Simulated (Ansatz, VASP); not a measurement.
**BaS in VASP and in Ansatz**

```xyz
2
Lattice="0.0000 3.2257 3.1938 3.2257 0.0000 3.1938 3.2257 3.2257 0.0000" Properties=species:S:1:pos:R:3 pbc="T T T"
Ba    0.0000    0.0000    0.0000
S     3.2257    3.2257    3.1938
```

Change from the starting cell: equal xx and yy strain of +1 %, crystal datasets.

Alike in both runs: task electric field gradients; functional PBE; k mesh 8 × 8 × 8; occupations fermi-dirac, width 0.02 eV; no spin polarisation.

|  | VASP | Ansatz |
| --- | --- | --- |
| version | VASP 6.6.1 | Ansatz 0.2.0 |
| potentials or method | VASP PAW PBE potentials, release 64 (Ba_sv, S), cutoff 520 eV | all-electron PAW with datasets made for the crystal, scalar-relativistic |

Ansatz gave:

- gap on the k mesh at the Fermi level (eV): 2.21
- pressure (GPa): 0.0
- traceless stress, the component that is largest in VASP (GPa): 0.49
- size of Vzz on the site where it differs most (V/Å²): 12.2

Question: What did VASP give for the same quantities?

Answer: gap on the k mesh at the Fermi level (eV): 2.11; pressure (GPa): 0.5; traceless stress, the component that is largest in VASP (GPa): 0.53; size of Vzz on the site where it differs most (V/Å²): 12.9.

Ansatz ran all-electron here, and VASP with PAW potentials.

Neither program's run includes spin-orbit coupling.
